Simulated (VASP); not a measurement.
# Fe (Fmmm) in VASP: notebook, part 2 of 3

VASP 6.6.1. Earlier steps stand in the parts before.

## (3) Electric field gradients, PBE, collinear spin, ferromagnetic start (zz strain of -1 %)

INCAR reads:

```
SYSTEM = Fe
PREC = Accurate
ENCUT = 520
EDIFF = 1E-8
ISMEAR = -1
SIGMA = 0.05
LREAL = .False.
LASPH = .True.
NELM = 150
ALGO = Normal
ISIF = 2
LWAVE = .False.
LCHARG = .False.
ISPIN = 2
MAGMOM = 3
LORBIT = 11
LMAXMIX = 4
GGA = PE
LEFG = .True.
NBANDS = 14
```

KPOINTS reads:

```
regular mesh
0
Gamma
  16 16 16
  0 0 0
```

POSCAR reads:

```
Fe
1.0
    0.0000000000      1.9417396906      1.9454541107
    1.4984397099      0.0000000000      1.9454541107
    1.4984397099      1.9417396906      0.0000000000
Fe
1
Direct
    0.0000000000      0.0000000000      0.0000000000
```

Potentials or basis: VASP PAW PBE potentials, release 64 (Fe).

On the command line:

```console
$ cat potpaw_PBE.64/Fe/POTCAR > POTCAR
$ mpirun -np 1 vasp_std > vasp.out
```

OUTCAR:

```text
SYSTEM = Fe
   PREC = Accurate
   ENCUT = 520
   EDIFF = 1E-8
   ISMEAR = -1
   LREAL = .False.
   LASPH = .True.
   NELM = 150
   ISIF = 2
   ISPIN = 2
   LORBIT = 11
   GGA = PE

 ion  position               nearest neighbor table
   1  0.000  0.000  0.000-

  LATTYP: Found a face centered orthorhombic cell.
 ALAT       =     2.9968794198
 B/A-ratio  =     1.2958410524
 C/A-ratio  =     1.2983199109

  Lattice vectors:

 A1 = (   0.0000000000,   1.9417396906,   1.9454541107)
 A2 = (   1.4984397099,   0.0000000000,   1.9454541107)
 A3 = (   1.4984397099,   1.9417396906,   0.0000000000)

Analysis of symmetry for initial positions (statically):
=====================================================================
 Subroutine PRICEL returns:
 Original cell was already a primitive cell.

 Routine SETGRP: Setting up the symmetry group for a
[... 1025 lines left out ...]
     0.000000000  1.941739691  1.945454111    -0.333680426  0.257501045  0.257009403
     1.498439710  0.000000000  1.945454111     0.333680426 -0.257501045  0.257009403
     1.498439710  1.941739691  0.000000000     0.333680426  0.257501045 -0.257009403

 POSITION                                       TOTAL-FORCE (eV/Angst)
 -----------------------------------------------------------------------------------
      0.00000      0.00000      0.00000        -0.000000      0.000000      0.000000
 -----------------------------------------------------------------------------------
    total drift:                                0.000000      0.000000      0.000000

  FREE ENERGIE OF THE ION-ELECTRON SYSTEM (eV)
  ---------------------------------------------------
  free  energy   TOTEN  =        -8.2247360255 eV

  energy  without entropy=       -8.2153061099  energy(sigma->0) =       -8.22002107

 Electric field gradients (V/A^2)
---------------------------------------------------------------------
 ion       V_xx      V_yy      V_zz      V_xy      V_xz      V_yz
---------------------------------------------------------------------
   1       6.739    -3.296    -3.442     0.001     0.001     0.000
---------------------------------------------------------------------

 Electric field gradients after diagonalization (V/A^2)
 (convention: |V_zz| > |V_xx| > |V_yy|)
----------------------------------------------------------------------
 ion       V_xx      V_yy      V_zz     asymmetry (V_yy - V_xx)/ V_zz
----------------------------------------------------------------------
   1      -3.442    -3.296     6.739       0.022
----------------------------------------------------------------------

           NMR quadrupolar parameters

 Cq : quadrupolar parameter    Cq=e*Q*V_zz/h
 eta: asymmetry parameters     (V_yy - V_xx)/ V_zz
 Q  : nuclear electric quadrupole moment in mb (millibarn)
----------------------------------------------------------------------
 ion       Cq(MHz)       eta       Q (mb)
----------------------------------------------------------------------
   1       0.016       0.022       1.000
----------------------------------------------------------------------

 total charge

# of ion       s       p       d       tot
------------------------------------------
    1        0.490   0.545   6.242   7.276

 magnetization (x)

# of ion       s       p       d       tot
------------------------------------------
    1       -0.013  -0.054   2.272   2.205
```

OSZICAR:

```text
N       E                     dE             d eps       ncg     rms          rms(c)
DAV:   1     0.219336166558E+02    0.21934E+02   -0.38219E+03 38326   0.700E+02
DAV:   2    -0.819939914858E+01   -0.30133E+02   -0.27608E+02 38160   0.128E+02
DAV:   3    -0.910634887071E+01   -0.90695E+00   -0.90027E+00 42156   0.231E+01
DAV:   4    -0.910933914806E+01   -0.29903E-02   -0.29899E-02 40482   0.120E+00
DAV:   5    -0.910935325114E+01   -0.14103E-04   -0.14103E-04 42282   0.844E-02    0.116E+01
DAV:   6    -0.830265342072E+01    0.80670E+00   -0.98831E+00 44322   0.364E+01    0.532E+00
DAV:   7    -0.823822359152E+01    0.64430E-01   -0.57936E-01 42762   0.854E+00    0.322E+00
DAV:   8    -0.823145482303E+01    0.67688E-02   -0.80295E-03 42022   0.527E-01    0.142E+00
DAV:   9    -0.822462808348E+01    0.68267E-02   -0.90251E-03 46872   0.506E-01    0.329E-01
DAV:  10    -0.822466110077E+01   -0.33017E-04   -0.71864E-04 42294   0.287E-01    0.104E-01
DAV:  11    -0.822473529874E+01   -0.74198E-04   -0.30752E-04 43488   0.140E-01    0.373E-02
DAV:  12    -0.822473578304E+01   -0.48430E-06   -0.59314E-06 40266   0.290E-02    0.138E-02
DAV:  13    -0.822473704672E+01   -0.12637E-05   -0.22345E-06 41796   0.106E-02    0.899E-03
DAV:  14    -0.822473600113E+01    0.10456E-05   -0.41291E-07 43034   0.584E-03    0.211E-03
DAV:  15    -0.822473606084E+01   -0.59711E-07   -0.17915E-08 26778   0.142E-03    0.919E-04
DAV:  16    -0.822473602699E+01    0.33852E-07   -0.69166E-09 18996   0.807E-04    0.166E-04
DAV:  17    -0.822473602553E+01    0.14549E-08   -0.84510E-10 18618   0.242E-04
   1 F= -.82247360E+01 E0= -.82200211E+01  d E =-.942992E-02  mag=     2.2098
```

stdout:

```text
POSCAR found type information on POSCAR Fe
 POSCAR found :  1 types and       1 ions
 scaLAPACK will be used
 LDA part: xc-table for (Slater+PW92), standard interpolation
 POSCAR, INCAR and KPOINTS ok, starting setup
 FFT: planning ... GRIDC
 FFT: planning ... GRID_SOFT
 FFT: planning ... GRID
 WAVECAR not read
 entering main loop
ion   1
```

Wall time 5.7 min (1 thread of Intel Xeon 8259CL, shared host); peak memory 0.26 GiB.

Results:

* Free energy: -8.2247 eV
* Pressure: 1.5 GPa
* Net moment: 2.21 μB per cell
* Site moments: Fe +2.21 μB
* Largest electric field gradient by atom: Fe +6.7 V/Å²
* Valence electrons inside the program's atomic spheres: Fe 7.28

Stress tensor (GPa, compression positive):
```
-4.32  0.00  0.00
 0.00  4.58  0.00
 0.00  0.00  4.32
```

Levels at points of the mesh, in eV from the Fermi level:
Spin up:
| k point | band 3 | band 4 | band 5 | band 6 | band 7 | band 8 |
| --- | --- | --- | --- | --- | --- | --- |
| (0.00, 0.00, 0.00) | -2.43 | -2.04 | -1.37 | -0.95 | 23.89 | 25.57 |
| (0.50, 0.00, 0.00) | -1.43 | -0.79 | 0.29 | 0.30 | 7.10 | 19.05 |
| (0.50, 0.50, 0.00) | -0.76 | -0.71 | 0.43 | 0.98 | 7.97 | 17.23 |
| (0.50, 0.00, 0.50) | -0.76 | -0.72 | 0.44 | 1.02 | 8.01 | 17.19 |
| (0.00, 0.50, 0.50) | -0.04 | 0.16 | 0.17 | 7.82 | 11.08 | 11.08 |
Spin down:
```tsv
k point	band 1	band 2	band 3	band 4	band 5	band 6	band 7
(0.00, 0.00, 0.00)	-8.30	-0.58	-0.56	0.05	1.27	1.92	23.61
(0.50, 0.00, 0.00)	-3.69	-1.41	0.39	1.14	1.96	2.56	8.49
(0.50, 0.50, 0.00)	-3.64	-2.16	1.12	1.94	2.06	2.62	9.35
(0.50, 0.00, 0.50)	-3.64	-2.15	1.16	1.93	2.05	2.62	9.39
(0.00, 0.50, 0.50)	-3.16	-2.96	2.28	2.31	2.32	8.08	11.38
```

Electric field gradients, principal values (V/Å²):
```
atom   least  middle  greatest (by size)
1 Fe  -3.296  -3.442               6.739
```

Caveat: the cell differs from its parent crystal (zz strain of -1 %); without QUAD_EFG the Cq values of the log hold for a quadrupole moment of 1 mb, not for the nuclei.

## (4) Electric field gradients, PBE, collinear spin, ferromagnetic start (equal xx and yy strain of +1 %)

INCAR reads:

```
SYSTEM = Fe
ALGO = Normal
EDIFF = 1E-8
ENCUT = 520
GGA = PE
ISIF = 2
ISMEAR = -1
ISPIN = 2
LASPH = .TRUE.
LCHARG = .FALSE.
LEFG = .TRUE.
LMAXMIX = 4
LORBIT = 11
LREAL = .FALSE.
LWAVE = .FALSE.
MAGMOM = 3
NBANDS = 14
NELM = 150
PREC = Accurate
SIGMA = 0.05
```

KPOINTS reads:

```
k-points
0
G
  16 16 16
  0 0 0
```

POSCAR reads:

```
Fe
1.0
    0.0000000000      1.9611570875      1.9651051623
    1.5134241070      0.0000000000      1.9651051623
    1.5134241070      1.9611570875      0.0000000000
Fe
1
Direct
    0.0000000000      0.0000000000      0.0000000000
```

Potentials or basis: VASP PAW PBE potentials, release 64 (Fe).

On the command line:

```console
$ cat potpaw_PBE.64/Fe/POTCAR > POTCAR
$ mpirun -np 1 vasp_std > vasp.out
```

OUTCAR:

```text
SYSTEM = Fe
   EDIFF = 1E-8
   ENCUT = 520
   GGA = PE
   ISIF = 2
   ISMEAR = -1
   ISPIN = 2
   LASPH = .TRUE.
   LORBIT = 11
   LREAL = .FALSE.
   NELM = 150
   PREC = Accurate

 ion  position               nearest neighbor table
   1  0.000  0.000  0.000-

  LATTYP: Found a face centered orthorhombic cell.
 ALAT       =     3.0268482140
 B/A-ratio  =     1.2958410524
 C/A-ratio  =     1.2984497559

  Lattice vectors:

 A1 = (   0.0000000000,   1.9611570875,   1.9651051623)
 A2 = (   1.5134241070,   0.0000000000,   1.9651051623)
 A3 = (   1.5134241070,   1.9611570875,   0.0000000000)

Analysis of symmetry for initial positions (statically):
=====================================================================
 Subroutine PRICEL returns:
 Original cell was already a primitive cell.

 Routine SETGRP: Setting up the symmetry group for a
 face centered orthorhombic supercell.

 Subroutine GETGRP returns: Found  8 space group operations
 (whereof  8 operations were pure point group operations)
 out of a pool of  8 trial point group operations.

The static configuration has the point symmetry D_2h.

Analysis of symmetry for dynamics (positions and initial velocities):
=====================================================================
 Subroutine PRICEL returns:
 Original cell was already a primitive cell.

 Routine SETGRP: Setting up the symmetry group for a
 face centered orthorhombic supercell.

 Subroutine GETGRP returns: Found  8 space group operations
 (whereof  8 operations were pure point group operations)
 out of a pool of  8 trial point group operations.

The dynamic configuration has the point symmetry D_2h.

Analysis of structural, dynamic, and magnetic symmetry:
=====================================================================
 Subroutine PRICEL returns:
 Original cell was already a primitive cell.

 Routine SETGRP: Setting up the symmetry group for a
 face centered orthorhombic supercell.

 Subroutine GETGRP returns: Found  8 space group operations
 (whereof  8 operations were pure point group operations)
 out of a pool of  8 trial point group operations.

The overall configuration has the point symmetry D_2h.

 Subroutine INISYM returns: Found  8 space group operations
 (whereof  8 operations are pure point group operations),
 and found     1 'primitive' translations

----------------------------------------------------------------------------------------

                                     Primitive cell

  volume of cell :      11.6651

  direct lattice vectors                    reciprocal lattice vectors
     0.000000000  1.961157087  1.965105162    -0.330376659  0.254951530  0.254439309
     1.513424107  0.000000000  1.965105162     0.330376659 -0.254951530  0.254439309
     1.513424107  1.961157087  0.000000000     0.330376659  0.254951530 -0.254439309

  length of vectors
     2.776288065  2.480340869  2.477214090     0.488762091  0.488762091  0.488762091

  position of ions in fractional coordinates (direct lattice)
     0.000000000  0.000000000  0.000000000

  ion indices of the primitive-cell ions
   primitive index   ion index
                 1           1

[... 120 lines left out ...]

 val. band max:        5.5542294074   @ k =   0.3750  -0.0000   0.2500
 cond. band min:       5.5595350531   @ k =  -0.1875   0.2500   0.4375
 fundamental gap:      0.0053056457
 Fermi energy:         5.5584822157

 spin component 1

 k-point     1 :       0.0000    0.0000    0.0000
  band No.  band energies     occupation
      1      -2.7283      1.00000
      2       3.1897      1.00000
      3       3.2039      1.00000
      4       3.5682      1.00000
      5       4.2202      1.00000
      6       4.6123      1.00000
      7      29.1944      0.00000
      8      30.8320      0.00000
      9      30.8734      0.00000
     10      34.7329      0.00000
     11      35.8260      0.00000
     12      35.9012      0.00000
     13      36.5039      0.00000
     14      36.5186      0.00000
[... 379 lines left out ...]
      3       3.2382      1.00000
      4       3.6933      1.00000
      5       4.1277      1.00000
      6       4.5766      1.00000
      7      27.3425      0.00000
      8      28.9124      0.00000
      9      30.5368      0.00000
     10      33.5783      0.00000
     11      34.0962      0.00000
     12      35.9632      0.00000
     13      36.3631      0.00000
     14      38.3918      0.00000

 [... further k-points ...]

 spin component 2

 k-point     1 :       0.0000    0.0000    0.0000
  band No.  band energies     occupation
      1      -2.5515      1.00000
      2       5.1132      0.99986
      3       5.1380      0.99978
      4       5.7237      0.03542
      5       6.8932      0.00000
      6       7.5229      0.00000
      7      28.9065      0.00000
      8      30.6437      0.00000
      9      30.6920      0.00000
     10      35.0897      0.00000
     11      35.8946      0.00000
     12      36.8814      0.00000
     13      37.1627      0.00000
     14      37.1758      0.00000
[... 379 lines left out ...]
      3       5.1758      0.99953
      4       5.8365      0.00383
      5       6.7624      0.00000
      6       7.4800      0.00000
      7      27.4266      0.00000
      8      29.0467      0.00000
      9      30.4261      0.00000
     10      34.1050      0.00000
     11      34.6245      0.00000
     12      36.4090      0.00000
     13      36.7432      0.00000
     14      39.0939      0.00000

 [... further k-points ...]

------------------------ aborting loop because EDIFF is reached ----------------------------------------

  FORCE on cell =-STRESS in cart. coord.  units (eV):
  Direction    XX          YY          ZZ          XY          YZ          ZX
  --------------------------------------------------------------------------------------
  -------------------------------------------------------------------------------------
  Total       -0.6501425     -0.0640483     -0.0817159     -0.0000000      0.0000000      0.0000000
  in kB      -89.2956549     -8.7968949    -11.2235038     -0.0000000      0.0000000      0.0000000
  external PRESSURE =     -36.4386845 kB  Pullay stress =       0.0000000 kB

 VOLUME and BASIS-vectors are now :
 -----------------------------------------------------------------------------
  energy-cutoff  :      520.00
  volume of cell :       11.67
      direct lattice vectors                 reciprocal lattice vectors
     0.000000000  1.961157087  1.965105162    -0.330376659  0.254951530  0.254439309
     1.513424107  0.000000000  1.965105162     0.330376659 -0.254951530  0.254439309
     1.513424107  1.961157087  0.000000000     0.330376659  0.254951530 -0.254439309

 POSITION                                       TOTAL-FORCE (eV/Angst)
 -----------------------------------------------------------------------------------
      0.00000      0.00000      0.00000        -0.000000      0.000000      0.000000
 -----------------------------------------------------------------------------------
    total drift:                                0.000000     -0.000000     -0.000000

  FREE ENERGIE OF THE ION-ELECTRON SYSTEM (eV)
  ---------------------------------------------------
  free  energy   TOTEN  =        -8.2222455622 eV

  energy  without entropy=       -8.2127371436  energy(sigma->0) =       -8.21749135

 Electric field gradients (V/A^2)
---------------------------------------------------------------------
 ion       V_xx      V_yy      V_zz      V_xy      V_xz      V_yz
---------------------------------------------------------------------
   1       5.749    -2.835    -2.914     0.001     0.001    -0.000
---------------------------------------------------------------------

 Electric field gradients after diagonalization (V/A^2)
 (convention: |V_zz| > |V_xx| > |V_yy|)
----------------------------------------------------------------------
 ion       V_xx      V_yy      V_zz     asymmetry (V_yy - V_xx)/ V_zz
----------------------------------------------------------------------
   1      -2.914    -2.835     5.749       0.014
----------------------------------------------------------------------

           NMR quadrupolar parameters

 Cq : quadrupolar parameter    Cq=e*Q*V_zz/h
 eta: asymmetry parameters     (V_yy - V_xx)/ V_zz
 Q  : nuclear electric quadrupole moment in mb (millibarn)
----------------------------------------------------------------------
 ion       Cq(MHz)       eta       Q (mb)
----------------------------------------------------------------------
   1       0.014       0.014       1.000
----------------------------------------------------------------------

 total charge

# of ion       s       p       d       tot
------------------------------------------
    1        0.477   0.517   6.221   7.216

 magnetization (x)

# of ion       s       p       d       tot
------------------------------------------
    1       -0.013  -0.052   2.336   2.270
```

Wall time 2.2 min (1 thread of Intel Xeon Platinum 8488C (Sapphire Rapids), shared host); peak memory 0.26 GiB.

What came out:

```yaml
Free_energy: -8.2222 eV
Pressure: -3.6 GPa
Net_moment: 2.27 μB per cell
Site_moments: Fe +2.27 μB
Largest_electric_field_gradient_by_atom: Fe +5.7 V/Å²
Valence_electrons_inside_the_program's_atomic_spheres: Fe 7.22
```

Electric field gradients, principal values (V/Å²):
| atom | least | middle | greatest (by size) |
| --- | --- | --- | --- |
| 1 Fe | -2.835 | -2.914 | 5.749 |

Caveat: the cell differs from its parent crystal (equal xx and yy strain of +1 %); the cell stands under tension; without QUAD_EFG the Cq values of the log hold for a quadrupole moment of 1 mb, not for the nuclei.

[end of part 2 of 3]
